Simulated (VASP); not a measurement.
# C in VASP: notebook

C is run at these levels: r2SCAN; tasks: single point, relaxation of cell and atoms.

Program: VASP 6.6.1. These are calculated values, not measurements. Logs are shortened: lines on timing, memory, paths and dates and some standing lists are left out, and cuts for length are marked.

## Step 1: The cell of the first run

The typed cell holds 2 atoms: a = 2.518 Å, b = 2.518 Å, c = 2.518 Å, α = 120.00°, β = 120.00°, γ = 90.00°.

## Step 2: Single point, r2SCAN

Input file POSCAR:

```
C
1.0
   -1.2588093122      1.2588093122      1.7800738113
    1.2588093122     -1.2588093122      1.7800738113
    1.2588093122      1.2588093122     -1.7800738113
C
2
Direct
    0.0000000000      0.0000000000      0.0000000000
    0.7500000000      0.2500000000      0.5000000000
```

Input file INCAR.step1:

```
ALGO = Normal
EDIFF = 1E-4
ENCUT = 520
GGA = PE
ISMEAR = 0
LASPH = T
LCHARG = F
LREAL = F
LWAVE = T
NBANDS = 11
NELM = 80
PREC = Accurate
SIGMA = 0.1
```

Input file INCAR.step2:

```
ALGO = Normal
EDIFF = 1E-7
ENCUT = 520
ISIF = 2
ISMEAR = 0
ISTART = 1
LASPH = T
LCHARG = F
LMIXTAU = T
LREAL = F
LWAVE = F
METAGGA = R2SCAN
NBANDS = 11
NELM = 80
PREC = Accurate
SIGMA = 0.1
```

Input file KPOINTS:

```
k-points
0
Gamma
  8 8 8
```

Potentials or basis: VASP PAW PBE potentials, release 64 (C).

Started as:

```
> cat potpaw_PBE.64/C/POTCAR > POTCAR
> cp INCAR.step1 INCAR
> mpirun -np 1 vasp_std > vasp.out
> cp INCAR.step2 INCAR
> mpirun -np 1 vasp_std > vasp.out
```

OUTCAR:

```text
EDIFF = 1E-7
   ENCUT = 520
   ISIF = 2
   ISMEAR = 0
   ISTART = 1
   LASPH = T
   LREAL = F
   METAGGA = R2SCAN
   NELM = 80
   PREC = Accurate

 ion  position               nearest neighbor table
   1  0.000  0.000  0.000-   2 1.54   2 1.54   2 1.54   2 1.54
   2  0.750  0.250  0.500-   1 1.54   1 1.54   1 1.54   1 1.54

  LATTYP: Found a body centered tetragonal cell.
 ALAT       =     2.5176186244
 C/A-ratio  =     1.4140932976

  Lattice vectors:

 A1 = (  -1.2588093122,   1.2588093122,   1.7800738113)
 A2 = (   1.2588093122,  -1.2588093122,   1.7800738113)
 A3 = (   1.2588093122,   1.2588093122,  -1.7800738113)

Analysis of symmetry for initial positions (statically):
=====================================================================
 Subroutine PRICEL returns:
 Original cell was already a primitive cell.

 Routine SETGRP: Setting up the symmetry group for a
 body centered tetragonal supercell.

 Subroutine GETGRP returns: Found 16 space group operations
 (whereof  8 operations were pure point group operations)
 out of a pool of 16 trial point group operations.

The static configuration has the point symmetry D_2d.
 The point group associated with its full space group is D_4h.

Analysis of symmetry for dynamics (positions and initial velocities):
=====================================================================
 Subroutine PRICEL returns:
 Original cell was already a primitive cell.

 Routine SETGRP: Setting up the symmetry group for a
 body centered tetragonal supercell.

 Subroutine GETGRP returns: Found 16 space group operations
 (whereof  8 operations were pure point group operations)
 out of a pool of 16 trial point group operations.

The dynamic configuration has the point symmetry D_2d.
 The point group associated with its full space group is D_4h.

 Subroutine INISYM returns: Found 16 space group operations
 (whereof  8 operations are pure point group operations),
 and found     1 'primitive' translations

----------------------------------------------------------------------------------------

                                     Primitive cell

  volume of cell :      11.2828

  direct lattice vectors                    reciprocal lattice vectors
    -1.258809312  1.258809312  1.780073811     0.000000000  0.397200748  0.280887229
     1.258809312 -1.258809312  1.780073811     0.397200748  0.000000000  0.280887229
     1.258809312  1.258809312 -1.780073811     0.397200748  0.397200748  0.000000000

  length of vectors
     2.517511577  2.517511577  2.517511577     0.486483370  0.486483370  0.561726684

  position of ions in fractional coordinates (direct lattice)
     0.000000000  0.000000000  0.000000000
     0.750000000  0.250000000  0.500000000

  ion indices of the primitive-cell ions
   primitive index   ion index
                 1           1
                 2           2

----------------------------------------------------------------------------------------

 KPOINTS: k-points

Automatic generation of k-mesh.
 Grid dimensions read from file:
 generate k-points for:    8    8    8

 Generating k-lattice:

  Cartesian coordinates                     Fractional coordinates (reciprocal lattice)
     0.000000000  0.049650093  0.035110904     0.125000000  0.000000000  0.000000000
     0.049650093  0.000000000  0.035110904     0.000000000  0.125000000  0.000000000
     0.049650093  0.049650093  0.000000000     0.000000000  0.000000000  0.125000000

  Length of vectors
     0.060810421  0.060810421  0.070215836

  Shift w.r.t. Gamma in fractional coordinates (k-lattice)
     0.000000000  0.000000000  0.000000000

 Subroutine IBZKPT returns following result:
 ===========================================

 Found     59 irreducible k-points:

 Following reciprocal coordinates:
            Coordinates               Weight
  0.000000  0.000000  0.000000      1.000000
  0.125000  0.000000  0.000000      8.000000
  0.250000  0.000000  0.000000      8.000000
  0.375000  0.000000  0.000000      8.000000
  0.500000  0.000000  0.000000      4.000000
  0.125000  0.125000  0.000000      8.000000
[... 16 lines left out ...]
  0.250000  0.125000  0.125000     16.000000
  0.375000  0.125000  0.125000      8.000000
 [... further k-points ...]
   k-points           NKPTS =     59   k-points in BZ     NKDIM =     59   number of bands    NBANDS=     11
   number of dos      NEDOS =    301   number of ions     NIONS =      2
   total plane-waves  NPLWV =   8000
   dimension x,y,z NGX =    20 NGY =   20 NGZ =   20
   dimension x,y,z NGXF=    40 NGYF=   40 NGZF=   40
   ions per type =               2
   NGX,Y,Z   is equivalent  to a cutoff of  13.21, 13.21, 13.21 a.u.
   NGXF,Y,Z  is equivalent  to a cutoff of  26.41, 26.41, 26.41 a.u.
 SYSTEM =  unknown system
   PREC   = accura    normal or accurate (medium, high low for compatibility)
   ISTART =      1    job   : 0-new  1-cont  2-samecut
   ICHARG =      0    charge: 1-file 2-atom 10-const
   ISPIN  =      1    spin polarized calculation?
   LNONCOLLINEAR =      F non collinear calculations
   LSORBIT =      F    spin-orbit coupling
   LASPH  =      T    aspherical Exc in radial PAW
   ENCUT  =  520.0 eV  38.22 Ry    6.18 a.u.   4.68  4.68  4.68*2*pi/ulx,y,z
   NELM   =     80;   NELMIN=  2; NELMDL=  0     # of ELM steps
   EDIFF  = 0.1E-06   stopping-criterion for ELM
   LREAL  =      F    real-space projection
   EDIFFG = 0.1E-05   stopping-criterion for IOM
   NSW    =      0    number of steps for IOM
   IBRION =     -1    ionic relax: 0-MD 1-quasi-New 2-CG
   NFREE  =      0    steps in history (QN), initial steepest desc. (CG)
   ISIF   =      2    stress and relaxation
   ISYM   =      2    0-nonsym 1-usesym 2-fastsym
   POTIM  = 0.5000    time-step for ionic-motion
   TEBEG  =    0.0;   TEEND  =   0.0 temperature during run
   PSTRESS=    0.0 pullay stress
   NELECT =       8.0000    total number of electrons
   NUPDOWN=      -1.0000    fix difference up-down
   EMIN   =  10.00;   EMAX   =-10.00  energy-range for DOS
   EFERMI =   0.00;   METHOD = LEGACY
   ISMEAR =     0;   SIGMA  =   0.10  broadening in eV -4-tet -1-fermi 0-gaus
   EFERMI_NEDOS =   21; number of points for ismear=-14 and -15
   IALGO  =     38    algorithm
   IMIX   =      4    mixing-type and parameters
     AMIX     =   0.40;   BMIX     =  1.00
     AMIX_MAG =   1.60;   BMIX_MAG =  1.00
  volume/ion in A,a.u.               =       5.64        38.07
  Fermi-wavevector in a.u.,A,eV,Ry     =   1.459818  2.758657 28.994968  2.131070
  Thomas-Fermi vector in A             =   2.576341
   LORBIT       =      0    0 simple, 1 ext, 2 COOP (PROOUT), +10 PAW based schemes
   METAGGA = R2SCAN    functional components
   LHFCALC =     F    Hartree Fock is set to
   AEXX    =    0.0000 exact exchange contribution
   IVDW    =     0    specifies the selected vdW correction
   LEPSILON=     F    determine dielectric tensor
   LRPA    =     F    only Hartree local field effects (RPA)
 non-spin polarized calculation
 Gauss-broadening in eV      SIGMA  =   0.10
  energy-cutoff  :      520.00
  volume of cell :       11.28
 maximum number of plane-waves:       314
   NGX =  9   NGY =  9   NGZ =  9

 number of electron       7.9999999 magnetization

 Free energy of the ion-electron system (eV)
  ---------------------------------------------------
  ext. energy  EPLUGINS =         0.00000000
  ---------------------------------------------------
  free energy    TOTEN  =       -19.65633891 eV

  energy without entropy =      -19.65633891  energy(sigma->0) =      -19.65633891

 E-fermi :  10.3612     XC(G=0): -14.2873

 val. band max:        9.7924959039   @ k =   0.0000   0.0000   0.0000
 cond. band min:      14.1279152724   @ k =  -0.3750  -0.3750   0.3750
 fundamental gap:      4.3354193685
 Fermi energy:        10.3612266725

 k-point     1 :       0.0000    0.0000    0.0000
  band No.  band energies     occupation
      1     -12.9786      2.00000
      2       9.7911      2.00000
      3       9.7911      2.00000
      4       9.7925      2.00000
      5      15.6411      0.00000
      6      15.6422      0.00000
      7      15.6422      0.00000
      8      23.7389      0.00000
      9      30.2591      0.00000
     10      37.2368      0.00000
     11      37.2414      0.00000

 k-point     2 :       0.1250    0.0000    0.0000
  band No.  band energies     occupation
      1     -12.5254      2.00000
      2       7.1968      2.00000
      3       9.0903      2.00000
      4       9.0913      2.00000
      5      16.5643      0.00000
      6      16.5649      0.00000
      7      17.0243      0.00000
      8      24.1849      0.00000
      9      30.9599      0.00000
     10      34.2182      0.00000
     11      34.2212      0.00000

 k-point     3 :       0.2500    0.0000    0.0000
  band No.  band energies     occupation
      1     -11.1810      2.00000
      2       2.7602      2.00000
      3       7.9222      2.00000
      4       7.9235      2.00000
      5      17.9955      0.00000
      6      17.9956      0.00000
      7      18.3269      0.00000
      8      25.3121      0.00000
      9      31.7619      0.00000
     10      33.1275      0.00000
     11      33.1289      0.00000

 k-point     4 :       0.3750    0.0000    0.0000
  band No.  band energies     occupation
      1      -9.0247      2.00000
      2      -1.5398      2.00000
      3       7.0891      2.00000
      4       7.0906      2.00000
      5      18.6185      0.00000
      6      18.6190      0.00000
      7      18.8564      0.00000
      8      26.2824      0.00000
      9      32.2389      0.00000
     10      34.9139      0.00000
     11      34.9141      0.00000
[... 239 lines left out ...]
 k-point    22 :       0.1250    0.1250    0.1250
  band No.  band energies     occupation
      1     -10.0012      2.00000
      2       2.8100      2.00000
      3       3.9486      2.00000
      4       6.7025      2.00000
      5      16.7047      0.00000
      6      20.4048      0.00000
      7      22.0756      0.00000
      8      22.1595      0.00000
      9      31.5352      0.00000
     10      32.7565      0.00000
     11      36.7350      0.00000

 k-point    23 :       0.2500    0.1250    0.1250
  band No.  band energies     occupation
      1      -7.8862      2.00000
      2      -0.6915      2.00000
      3       3.1032      2.00000
      4       5.4460      2.00000
      5      18.1944      0.00000
      6      19.9610      0.00000
      7      22.8651      0.00000
      8      23.9567      0.00000
      9      31.2231      0.00000
     10      33.3606      0.00000
     11      37.3463      0.00000

 k-point    24 :       0.3750    0.1250    0.1250
  band No.  band energies     occupation
      1      -5.9279      2.00000
      2      -3.2817      2.00000
      3       3.0557      2.00000
      4       4.8119      2.00000
      5      18.5771      0.00000
      6      19.7124      0.00000
      7      23.5969      0.00000
      8      25.6050      0.00000
      9      29.1782      0.00000
     10      35.2145      0.00000
     11      37.4839      0.00000

 [... further k-points ...]
[... 5 lines left out ...]
  --------------------------------------------------------------------------------------
  -------------------------------------------------------------------------------------
  Total        0.0751066      0.0751066      0.0810160      0.0000000      0.0000000      0.0000000
  in kB       10.6652380     10.6652380     11.5043936      0.0000000      0.0000000      0.0000000
  external PRESSURE =      10.9449565 kB  Pullay stress =       0.0000000 kB

 VOLUME and BASIS-vectors are now :
 -----------------------------------------------------------------------------
  energy-cutoff  :      520.00
  volume of cell :       11.28
      direct lattice vectors                 reciprocal lattice vectors
    -1.258809312  1.258809312  1.780073811     0.000000000  0.397200748  0.280887229
     1.258809312 -1.258809312  1.780073811     0.397200748  0.000000000  0.280887229
     1.258809312  1.258809312 -1.780073811     0.397200748  0.397200748  0.000000000

 POSITION                                       TOTAL-FORCE (eV/Angst)
 -----------------------------------------------------------------------------------
      0.00000      0.00000      0.00000        -0.000000     -0.000000     -0.000000
      0.00000      1.25881      0.89004         0.000000      0.000000      0.000000
 -----------------------------------------------------------------------------------
    total drift:                                0.000000     -0.000000     -0.000000

  FREE ENERGIE OF THE ION-ELECTRON SYSTEM (eV)
  ---------------------------------------------------
  free  energy   TOTEN  =       -19.6563389097 eV

  energy  without entropy=      -19.6563389097  energy(sigma->0) =      -19.65633891
```

It took 39 s on 1 thread of Intel Xeon Platinum 8259CL at 2.50GHz (Skylake/Cascade Lake), shared host; peak memory 0.12 GiB.

Results:

| Quantity | Value |
| --- | --- |
| Free energy | -19.6563 eV |
| Pressure | 1.1 GPa |
| Band gap on the k mesh | 4.34 eV, indirect (least direct gap 5.85 eV) |

Caveat: the k points lie up to 0.44 Å⁻¹ apart; the PAW data sets were made with another functional, which shifts forces and pressure a little. A k mesh can miss the band edges.

## Step 3: Single point, r2SCAN

Input file POSCAR:

```
C
1.0
    0.0000000000      1.7801747383      1.7801747383
    1.7801747383      0.0000000000      1.7801747383
    1.7801747383      1.7801747383      0.0000000000
C
2
Direct
    0.0000000000      0.0000000000      0.0000000000
    0.2500000000      0.2500000000      0.2500000000
```

Input file INCAR.step1:

```
ALGO     = Normal         # electronic algorithm
EDIFF    = 1E-4           # SCF threshold, eV
ENCUT    = 520            # plane-wave cutoff, eV
GGA      = PE             # functional
ISMEAR   = 0              # smearing method
LASPH    = T              # aspherical terms in the spheres
LCHARG   = F              # write CHGCAR
LREAL    = F              # projectors in reciprocal space
LWAVE    = T              # write WAVECAR
NBANDS   = 11             # bands
NELM     = 80             # most SCF steps
PREC     = Accurate       # precision mode
SIGMA    = 0.02           # smearing width, eV
```

Input file INCAR.step2:

```
ALGO     = Normal         # electronic algorithm
EDIFF    = 1E-6           # SCF threshold, eV
ENCUT    = 520            # plane-wave cutoff, eV
ISIF     = 2              # what is computed and relaxed
ISMEAR   = 0              # smearing method
ISTART   = 1            
LASPH    = T              # aspherical terms in the spheres
LCHARG   = F              # write CHGCAR
LMIXTAU  = T            
LREAL    = F              # projectors in reciprocal space
LWAVE    = F              # write WAVECAR
METAGGA  = R2SCAN         # meta-GGA
NBANDS   = 11             # bands
NELM     = 80             # most SCF steps
PREC     = Accurate       # precision mode
SIGMA    = 0.02           # smearing width, eV
```

Input file KPOINTS:

```
k-points
0
Gamma
  12 12 12
```

Potentials or basis: VASP PAW PBE potentials, release 64 (C).

Started as:

```
> cat potpaw_PBE.64/C/POTCAR > POTCAR
> cp INCAR.step1 INCAR
> mpirun -np 1 vasp_std > vasp.out
> cp INCAR.step2 INCAR
> mpirun -np 1 vasp_std > vasp.out
```

OUTCAR:

```text
EDIFF = 1E-6
   ENCUT = 520
   ISIF = 2
   ISMEAR = 0
   ISTART = 1
   LASPH = T
   LREAL = F
   METAGGA = R2SCAN
   NELM = 80
   PREC = Accurate

 ion  position               nearest neighbor table
   1  0.000  0.000  0.000-   2 1.54   2 1.54   2 1.54   2 1.54
   2  0.250  0.250  0.250-   1 1.54   1 1.54   1 1.54   1 1.54

  LATTYP: Found a face centered cubic cell.
 ALAT       =     3.5603494766

  Lattice vectors:

 A1 = (   0.0000000000,   1.7801747383,   1.7801747383)
 A2 = (   1.7801747383,   0.0000000000,   1.7801747383)
 A3 = (   1.7801747383,   1.7801747383,   0.0000000000)

Analysis of symmetry for initial positions (statically):
=====================================================================
 Subroutine PRICEL returns:
 Original cell was already a primitive cell.

 Routine SETGRP: Setting up the symmetry group for a
 face centered cubic supercell.

 Subroutine GETGRP returns: Found 48 space group operations
 (whereof 24 operations were pure point group operations)
 out of a pool of 48 trial point group operations.

The static configuration has the point symmetry T_d .
 The point group associated with its full space group is O_h .

Analysis of symmetry for dynamics (positions and initial velocities):
[... 165 lines left out ...]
 Fermi energy:         9.9630894649

 k-point     1 :       0.0000    0.0000    0.0000
  band No.  band energies     occupation
      1     -12.9788      2.00000
      2       9.7912      2.00000
      3       9.7912      2.00000
      4       9.7912      2.00000
      5      15.6415      0.00000
      6      15.6415      0.00000
      7      15.6415      0.00000
      8      23.7385      0.00000
      9      30.2591      0.00000
     10      37.2390      0.00000
     11      37.2390      0.00000
[... 309 lines left out ...]
 k-point    24 :      -0.4167    0.1667    0.0000
  band No.  band energies     occupation
      1      -6.5521      2.00000
      2      -3.4553      2.00000
      3       3.9509      2.00000
      4       5.9649      2.00000
      5      17.7183      0.00000
      6      20.5908      0.00000
      7      21.5782      0.00000
      8      26.2453      0.00000
      9      30.4160      0.00000
     10      35.1238      0.00000
     11      35.8989      0.00000

 [... further k-points ...]
[... 5 lines left out ...]
  --------------------------------------------------------------------------------------
  -------------------------------------------------------------------------------------
  Total        0.0771218      0.0771218      0.0771218     -0.0000000      0.0000000      0.0000000
  in kB       10.9514114     10.9514114     10.9514114     -0.0000000      0.0000000      0.0000000
  external PRESSURE =      10.9514114 kB  Pullay stress =       0.0000000 kB

 VOLUME and BASIS-vectors are now :
 -----------------------------------------------------------------------------
  energy-cutoff  :      520.00
  volume of cell :       11.28
      direct lattice vectors                 reciprocal lattice vectors
     0.000000000  1.780174738  1.780174738    -0.280871304  0.280871304  0.280871304
     1.780174738  0.000000000  1.780174738     0.280871304 -0.280871304  0.280871304
     1.780174738  1.780174738  0.000000000     0.280871304  0.280871304 -0.280871304

 POSITION                                       TOTAL-FORCE (eV/Angst)
 -----------------------------------------------------------------------------------
      0.00000      0.00000      0.00000         0.000000      0.000000      0.000000
      0.89009      0.89009      0.89009        -0.000000     -0.000000     -0.000000
 -----------------------------------------------------------------------------------
    total drift:                                0.000000      0.000000      0.000000

  FREE ENERGIE OF THE ION-ELECTRON SYSTEM (eV)
  ---------------------------------------------------
  free  energy   TOTEN  =       -19.6572201950 eV

  energy  without entropy=      -19.6572201950  energy(sigma->0) =      -19.65722019
```

Wall time 38 s (1 thread of Intel Xeon Platinum 8259CL at 2.50GHz (Skylake/Cascade Lake), shared host); peak memory 0.12 GiB.

Results:

```
Free energy            : -19.6572 eV
Pressure               : 1.1 GPa
Band gap on the k mesh : 4.36 eV, indirect (least direct gap 5.85 eV)
```

Levels at points of the mesh, in eV from the valence-band top:
| k point | band 1 | band 2 | band 3 | band 4 | band 5 | band 6 | band 7 | band 8 | band 9 |
| --- | --- | --- | --- | --- | --- | --- | --- | --- | --- |
| (0.00, 0.00, 0.00) | -22.77 | 0.00 | 0.00 | 0.00 | 5.85 | 5.85 | 5.85 | 13.95 | 20.47 |
| (0.50, 0.00, 0.00) | -16.79 | -14.10 | -2.99 | -2.99 | 8.90 | 8.90 | 9.20 | 16.75 | 23.29 |
| (0.50, 0.50, 0.00) | -13.62 | -13.62 | -6.69 | -6.69 | 5.01 | 5.01 | 17.96 | 17.96 | 24.73 |

Caveat: the PAW data sets were made with another functional, which shifts forces and pressure a little. A k mesh can miss the band edges.

[end of part 1 of 2]
